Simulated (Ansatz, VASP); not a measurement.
# InAs: VASP beside Ansatz

```
In As
1.0
     0.00000    2.95661    2.95661
     2.95661    0.00000    2.95661
     2.95661    2.95661    0.00000
In As
1 1
Direct
  0.00000 0.00000 0.00000
  0.25000 0.25000 0.25000
```

Alike in both runs: task single point; functional LDA; k mesh 12 × 12 × 12; occupations gaussian, width 0.02 eV; no spin polarisation.

|  | VASP | Ansatz |
| --- | --- | --- |
| version | VASP 6.6.1 | Ansatz 0.2.0 |
| potentials or method | VASP PAW LDA potentials, release 64 (In_d, As), cutoff 500 eV | scalar-relativistic, plane waves, PAW |
| valence electrons in the cell | 18 | 28 |

VASP gave:

```
gap on the k mesh at the Fermi level (eV) : none
pressure (GPa)                            : 4.1
```

Task: What did Ansatz give for the same quantities?

Result: gap on the k mesh at the Fermi level (eV): none; pressure (GPa): 3.9.

LDA's correlation is that of Perdew and Zunger in VASP and of Perdew and Wang (1992) in Ansatz. A gap of «none» marks a metal or a gap that the smearing closes. VASP's potentials hold 18 valence electrons a cell and Ansatz's 28, so a difference there can come from the potentials and not from the codes.
